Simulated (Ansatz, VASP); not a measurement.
# One calculation of NbSiO4, two programs

```
CELL_PARAMETERS angstrom
0.00000 3.17545 3.17545
3.17545 0.00000 3.17545
3.17545 3.17545 0.00000
ATOMIC_POSITIONS crystal
Nb 0.75000 0.75000 0.75000
Si 0.00000 0.00000 0.00000
O 0.87731 0.37423 0.37423
O 0.37423 0.37423 0.37423
O 0.37423 0.87731 0.37423
O 0.37423 0.37423 0.87731
```

Change from the starting cell: species swapped into the HoCdCu4 type (F-43m, No. 216).

Alike in both runs: task single point; functional PBE; k mesh 6 × 6 × 6; occupations gaussian, width 0.1 eV; collinear spin.

|  | VASP | Ansatz |
| --- | --- | --- |
| version | VASP 6.6.1 | Ansatz 0.2.0 |
| potentials or method | VASP PAW PBE potentials, release 64 (Nb_sv, Si, O), cutoff 520 eV | scalar-relativistic, plane waves, PAW |
| valence electrons in the cell | 41 | 41 |

VASP gave:

```
gap on the k mesh at the Fermi level (eV)                     : none
pressure (GPa)                                                : -7.3
rms of the force components (eV/Å)                            : 0.127
net moment per atom (μB)                                      : 0.44
size of the moment on the site where the two differ most (μB) : 0.57
```

Question: Which values does Ansatz return?

Answer: gap on the k mesh at the Fermi level (eV): none; pressure (GPa): -7.1; rms of the force components (eV/Å): 0.127; net moment per atom (μB): 0.44; size of the moment on the site where the two differ most (μB): 0.62.

Site moments also hang on the region over which each program counts them. Atom by atom the forces differ by 0.000 eV/Å (rms over components). A gap of «none» marks a metal or a gap that the smearing closes. The functional is the same, so the differences come from potentials, cutoffs and numerics. Ansatz's warnings: no starting moments.
